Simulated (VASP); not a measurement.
Input of a VASP 6.6.1 run:

Contents of INCAR:

```
SYSTEM = MgH2
PREC     = Accurate       ! precision mode
ENCUT    = 500            ! plane-wave cutoff, eV
EDIFF    = 1E-6           ! SCF threshold, eV
ISMEAR   = 0              ! smearing method
SIGMA    = 0.1            ! smearing width, eV
LREAL    = .FALSE.        ! projectors in reciprocal space
LASPH    = .TRUE.         ! aspherical terms in the spheres
NELM     = 120            ! most SCF steps
ALGO     = Normal         ! electronic algorithm
ISIF     = 2              ! what is computed and relaxed
LWAVE    = .FALSE.        ! write WAVECAR
LCHARG   = .FALSE.        ! write CHGCAR
GGA      = PE             ! functional
NBANDS   = 9              ! bands
ISYM     = -1           
GGA_COMPAT= .FALSE.
```

The input KPOINTS:

```
explicit points
108
Reciprocal
  0.08333333   0.08333333   0.00000000 2
  0.08333333   0.08333333   0.16666667 2
  0.08333333   0.08333333   0.33333333 2
  0.08333333   0.08333333   0.50000000 2
  0.08333333   0.08333333   0.66666667 2
  0.08333333   0.08333333   0.83333333 2
  0.08333333   0.25000000   0.00000000 2
  0.08333333   0.25000000   0.16666667 2
  0.08333333   0.25000000   0.33333333 2
  0.08333333   0.25000000   0.50000000 2
  0.08333333   0.25000000   0.66666667 2
  0.08333333   0.25000000   0.83333333 2
  0.08333333   0.41666667   0.00000000 2
  0.08333333   0.41666667   0.16666667 2
  0.08333333   0.41666667   0.33333333 2
  0.08333333   0.41666667   0.50000000 2
  0.08333333   0.41666667   0.66666667 2
  0.08333333   0.41666667   0.83333333 2
  0.08333333   0.58333333   0.00000000 2
  0.08333333   0.58333333   0.16666667 2
  0.08333333   0.58333333   0.33333333 2
  0.08333333   0.58333333   0.50000000 2
  0.08333333   0.58333333   0.66666667 2
  0.08333333   0.58333333   0.83333333 2
  0.08333333   0.75000000   0.00000000 2
  0.08333333   0.75000000   0.16666667 2
  0.08333333   0.75000000   0.33333333 2
  0.08333333   0.75000000   0.50000000 2
  0.08333333   0.75000000   0.66666667 2
  0.08333333   0.75000000   0.83333333 2
  0.08333333   0.91666667   0.00000000 2
  0.08333333   0.91666667   0.16666667 2
  0.08333333   0.91666667   0.33333333 2
  0.08333333   0.91666667   0.50000000 2
  0.08333333   0.91666667   0.66666667 2
  0.08333333   0.91666667   0.83333333 2
  0.25000000   0.08333333   0.00000000 2
  0.25000000   0.08333333   0.16666667 2
  0.25000000   0.08333333   0.33333333 2
  0.25000000   0.08333333   0.50000000 2
  0.25000000   0.08333333   0.66666667 2
  0.25000000   0.08333333   0.83333333 2
  0.25000000   0.25000000   0.00000000 2
  0.25000000   0.25000000   0.16666667 2
  0.25000000   0.25000000   0.33333333 2
  0.25000000   0.25000000   0.50000000 2
  0.25000000   0.25000000   0.66666667 2
  0.25000000   0.25000000   0.83333333 2
  0.25000000   0.41666667   0.00000000 2
  0.25000000   0.41666667   0.16666667 2
  0.25000000   0.41666667   0.33333333 2
  0.25000000   0.41666667   0.50000000 2
  0.25000000   0.41666667   0.66666667 2
  0.25000000   0.41666667   0.83333333 2
  0.25000000   0.58333333   0.00000000 2
  0.25000000   0.58333333   0.16666667 2
  0.25000000   0.58333333   0.33333333 2
  0.25000000   0.58333333   0.50000000 2
  0.25000000   0.58333333   0.66666667 2
  0.25000000   0.58333333   0.83333333 2
  0.25000000   0.75000000   0.00000000 2
  0.25000000   0.75000000   0.16666667 2
  0.25000000   0.75000000   0.33333333 2
  0.25000000   0.75000000   0.50000000 2
  0.25000000   0.75000000   0.66666667 2
  0.25000000   0.75000000   0.83333333 2
  0.25000000   0.91666667   0.00000000 2
  0.25000000   0.91666667   0.16666667 2
  0.25000000   0.91666667   0.33333333 2
  0.25000000   0.91666667   0.50000000 2
  0.25000000   0.91666667   0.66666667 2
  0.25000000   0.91666667   0.83333333 2
  0.41666667   0.08333333   0.00000000 2
  0.41666667   0.08333333   0.16666667 2
  0.41666667   0.08333333   0.33333333 2
  0.41666667   0.08333333   0.50000000 2
  0.41666667   0.08333333   0.66666667 2
  0.41666667   0.08333333   0.83333333 2
  0.41666667   0.25000000   0.00000000 2
  0.41666667   0.25000000   0.16666667 2
  0.41666667   0.25000000   0.33333333 2
  0.41666667   0.25000000   0.50000000 2
  0.41666667   0.25000000   0.66666667 2
  0.41666667   0.25000000   0.83333333 2
  0.41666667   0.41666667   0.00000000 2
  0.41666667   0.41666667   0.16666667 2
  0.41666667   0.41666667   0.33333333 2
  0.41666667   0.41666667   0.50000000 2
  0.41666667   0.41666667   0.66666667 2
  0.41666667   0.41666667   0.83333333 2
  0.41666667   0.58333333   0.00000000 2
  0.41666667   0.58333333   0.16666667 2
  0.41666667   0.58333333   0.33333333 2
  0.41666667   0.58333333   0.50000000 2
  0.41666667   0.58333333   0.66666667 2
  0.41666667   0.58333333   0.83333333 2
  0.41666667   0.75000000   0.00000000 2
  0.41666667   0.75000000   0.16666667 2
  0.41666667   0.75000000   0.33333333 2
  0.41666667   0.75000000   0.50000000 2
  0.41666667   0.75000000   0.66666667 2
  0.41666667   0.75000000   0.83333333 2
  0.41666667   0.91666667   0.00000000 2
  0.41666667   0.91666667   0.16666667 2
  0.41666667   0.91666667   0.33333333 2
  0.41666667   0.91666667   0.50000000 2
  0.41666667   0.91666667   0.66666667 2
  0.41666667   0.91666667   0.83333333 2
```

File POSCAR:

```
MgH2
1.0
    0.0000000000      2.3810671667      2.3810671667
    2.3810671667      0.0000000000      2.3810671667
    2.3810671667      2.3810671667      0.0000000000
Mg H
1 2
Direct
    0.0000000000      0.0000000000      0.0000000000
    0.7500000000      0.7500000000      0.7500000000
    0.2500000000      0.2500000000      0.2500000000
```

Potentials or basis: VASP PAW PBE potentials, release 64 (Mg, H).

The run is started by

```sh
$ cat potpaw_PBE.64/Mg/POTCAR potpaw_PBE.64/H/POTCAR > POTCAR
$ mpirun -np 1 vasp_std > vasp.out
```

Question: What does it give for the band gap on the k mesh?

Answer: Zero (bands 2 and 3 overlap by 0.72 eV).

Question: Estimate the pressure.

Answer: -0.7 GPa.
